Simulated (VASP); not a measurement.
NbBr3:

```
Nb Br
1.0
     5.25001    0.00000    0.00000
     0.00000    5.25001    0.00000
     0.00000    0.00000    5.25001
Nb Br
1 3
Direct
  0.00000 0.00000 0.00000
  0.50000 0.00000 0.00000
  0.00000 0.00000 0.50000
  0.00000 0.50000 0.00000
```

Base run:

- Program: VASP 6.6.1
- Functional: PBE
- Potentials or basis: VASP PAW PBE potentials, release 64 (Nb_sv, Br)
- Cutoff: 520 eV
- k mesh: 6 × 6 × 6
- Occupations: gaussian, width 0.05 eV
- Spin: collinear spin, ferromagnetic start
- Starting moments: [1.33, 0.0, 0.0, 0.0] μB

Its results: pressure -1.2 GPa; net moment 0.87 μB per cell; site moments Nb +0.64; Br +0.01 μB.

Q: The run is repeated on the same cell with these changes: moments at the start from [1.33, 0.0, 0.0, 0.0] to [0.5, 0.0, 0.0, 0.0]. What comes out?

A: Pressure -1.4 GPa; net moment 0.50 μB per cell; site moments Nb +0.37; Br +0.01 μB.
